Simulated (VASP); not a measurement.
# LiNbO3 (R-3c) in VASP: notebook, part 3 of 3

VASP 6.6.1. Earlier steps stand in the parts before.

## Step 7: Single point, PBE

This run uses another cell than the first one, of 10.37 Å³/atom.

File INCAR:

```
SYSTEM = LiNbO3
ALGO = Normal
EDIFF = 1E-7
ENCUT = 520
GGA = PE
ISIF = 2
ISMEAR = 0
LASPH = .True.
LCHARG = .True.
LELF = .True.
LREAL = .False.
LVHAR = .True.
LWAVE = .False.
NBANDS = 45
NELM = 60
PREC = Accurate
SIGMA = 0.05
```

File KPOINTS:

```
k-points
0
Gamma
  6 6 6
  0 0 0
```

File POSCAR:

```
LiNbO3
1.0
    2.4896500000      1.4374000978      4.8284000000
   -2.4896500000      1.4374000978      4.8284000000
    0.0000000000     -2.8748001953      4.8284000000
Li Nb O
2 2 6
Direct
    0.2500000000      0.2500000000      0.2500000000
    0.7500000000      0.7500000000      0.7500000000
    0.0000000000      0.0000000000      0.0000000000
    0.5000000000      0.5000000000      0.5000000000
    0.1303353734      0.3696646266      0.7500000000
    0.7500000000      0.1303353734      0.3696646266
    0.3696646266      0.7500000000      0.1303353734
    0.8696646266      0.6303353734      0.2500000000
    0.2500000000      0.8696646266      0.6303353734
    0.6303353734      0.2500000000      0.8696646266
```

Potentials or basis: VASP PAW PBE potentials, release 64 (Li_sv, Nb_sv, O).

Launch:

```bash
$ cat potpaw_PBE.64/Li_sv/POTCAR potpaw_PBE.64/Nb_sv/POTCAR potpaw_PBE.64/O/POTCAR > POTCAR
$ mpirun -np 1 vasp_std > vasp.out
```

OUTCAR:

```text
SYSTEM = LiNbO3
   EDIFF = 1E-7
   ENCUT = 520
   GGA = PE
   ISIF = 2
   ISMEAR = 0
   LASPH = .True.
   LREAL = .False.
   NELM = 60
   PREC = Accurate

 ion  position               nearest neighbor table
   1  0.250  0.250  0.250-   8 1.89   9 1.89  10 1.89
   2  0.750  0.750  0.750-   5 1.89   6 1.89   7 1.89
   3  0.000  0.000  0.000-   6 1.97   9 1.97   7 1.97  10 1.97   5 1.97   8 1.97
   4  0.500  0.500  0.500-   7 1.97  10 1.97   9 1.97   6 1.97   5 1.97   8 1.97
   5  0.130  0.370  0.750-   2 1.89   3 1.97   4 1.97
   6  0.750  0.130  0.370-   2 1.89   3 1.97   4 1.97
   7  0.370  0.750  0.130-   2 1.89   4 1.97   3 1.97
   8  0.870  0.630  0.250-   1 1.89   3 1.97   4 1.97
   9  0.250  0.870  0.630-   1 1.89   3 1.97   4 1.97
  10  0.630  0.250  0.870-   1 1.89   4 1.97   3 1.97

  LATTYP: Found a trigonal (rhomboedric) cell.
 ALAT       =     5.6194237003
 COS(alpha) =     0.6074246443

  Lattice vectors:

 A1 = (   2.4896500000,   1.4374000978,   4.8284000000)
[... 204 lines left out ...]
  band No.  band energies     occupation
      1     -50.4289      2.00000
      2     -50.4120      2.00000
      3     -38.6947      2.00000
      4     -38.6929      2.00000
      5     -26.7018      2.00000
      6     -26.7018      2.00000
[... 1141 lines left out ...]
     44      13.8875      0.00000
     45      14.2618      0.00000

 [... further k-points ...]

------------------------ aborting loop because EDIFF is reached ----------------------------------------

  FORCE on cell =-STRESS in cart. coord.  units (eV):
  Direction    XX          YY          ZZ          XY          YZ          ZX
  --------------------------------------------------------------------------------------
  -------------------------------------------------------------------------------------
  Total       10.6147374     10.6147374     -0.5647239      0.0000000     -0.0000000      0.0000000
  in kB      164.0398553    164.0398553     -8.7272270      0.0000000     -0.0000000      0.0000000
  external PRESSURE =     106.4508278 kB  Pullay stress =       0.0000000 kB

 VOLUME and BASIS-vectors are now :
 -----------------------------------------------------------------------------
  energy-cutoff  :      520.00
  volume of cell :      103.67
      direct lattice vectors                 reciprocal lattice vectors
     2.489650000  1.437400098  4.828400000     0.200831442  0.115950087  0.069035982
    -2.489650000  1.437400098  4.828400000    -0.200831442  0.115950087  0.069035982
     0.000000000 -2.874800195  4.828400000     0.000000000 -0.231900174  0.069035982

 POSITION                                       TOTAL-FORCE (eV/Angst)
 -----------------------------------------------------------------------------------
      0.00000      0.00000      3.62130         0.000000      0.000000     -0.000000
      0.00000      0.00000     10.86390         0.000000     -0.000000     -0.000000
      0.00000      0.00000      0.00000         0.000000     -0.000000     -0.000000
      0.00000      0.00000      7.24260         0.000000      0.000000     -0.000000
     -0.59585     -1.43740      6.03550        -0.421863     -0.000000      0.000000
      1.54275      0.20268      6.03550         0.210931     -0.365344     -0.000000
     -0.94690      1.23472      6.03550         0.210931      0.365344     -0.000000
      0.59585      1.43740      8.44970         0.421863      0.000000      0.000000
     -1.54275     -0.20268      8.44970        -0.210931      0.365344     -0.000000
      0.94690     -1.23472      8.44970        -0.210931     -0.365344     -0.000000
 -----------------------------------------------------------------------------------
    total drift:                               -0.000000     -0.000000     -0.000000

  FREE ENERGIE OF THE ION-ELECTRON SYSTEM (eV)
  ---------------------------------------------------
  free  energy   TOTEN  =       -79.2214305176 eV

  energy  without entropy=      -79.2214305176  energy(sigma->0) =      -79.22143052
```

stdout:

```text
POSCAR found type information on POSCAR LiNbO
 POSCAR found :  3 types and      10 ions
 scaLAPACK will be used
 LDA part: xc-table for (Slater+PW92), standard interpolation
 POSCAR, INCAR and KPOINTS ok, starting setup
 FFT: planning ... GRIDC
 FFT: planning ... GRID_SOFT
 FFT: planning ... GRID
 WAVECAR not read
 entering main loop
```

It took 1.9 min on 1 thread of Intel Xeon 6975P-C (Granite Rapids), shared host; peak memory 0.31 GiB.

What came out:

```
Free energy            : -79.2214 eV
Largest force          : 0.422 eV/Å
Band gap on the k mesh : 2.44 eV (least direct gap 2.55 eV)
```

Forces on the atoms (eV/Å):
```
Li   0.000  0.000  0.000
Li   0.000  0.000  0.000
Nb   0.000  0.000  0.000
Nb   0.000  0.000  0.000
O   -0.422  0.000  0.000
O    0.211 -0.365  0.000
O    0.211  0.365  0.000
O    0.422  0.000  0.000
O   -0.211  0.365  0.000
O   -0.211 -0.365  0.000
```

Levels at points of the mesh, in eV from the valence-band top:
```
           k point  band 32  band 33  band 34  band 35  band 36  band 37
(0.00, 0.00, 0.00)    -0.19    -0.07    -0.07     2.48     2.48     3.01
(0.50, 0.00, 0.00)    -0.46    -0.27    -0.27     4.06     4.06     4.18
(0.50, 0.50, 0.00)    -0.62    -0.35    -0.23     2.44     3.69     4.10
(0.50, 0.50, 0.50)    -0.17    -0.17    -0.17     4.48     4.48     4.48
```

Caveat: the cutoff is under 1.25 times the usual one of these potentials, so pressure, stress and relaxed cells hold a basis-set (Pulay) error. A hybrid or GW would open this gap; PBE tends to underestimate it.

## Step 8: Overview

```tsv
cell	gap on the mesh (eV)	largest force (eV/Å)
a = 5.332 Å, angles 57.2°, 10 atoms	2.77	0.64
a = 5.488 Å, angles 54.0°, 10 atoms	2.64	0.68
a = 5.396 Å, angles 56.4°, 10 atoms	2.70	0.50
a = 5.554 Å, angles 53.3°, 10 atoms	2.54	0.55
a = 5.308 Å, angles 58.9°, 10 atoms	2.62	0.30
a = 5.619 Å, angles 52.6°, 10 atoms	2.44	0.42
```

Alike in all rows: task single point; level PBE; potentials or basis VASP PAW PBE potentials, release 64 (Li_sv, Nb_sv, O); no spin polarisation; k mesh 6 × 6 × 6; cutoff (eV) 520; smearing gaussian 0.05 eV.

Caveats: the cutoff is under 1.25 times the usual one of these potentials, so pressure, stress and relaxed cells hold a basis-set (Pulay) error.

Total energies depend on the potentials used, so only differences within one code and one set of settings carry meaning.
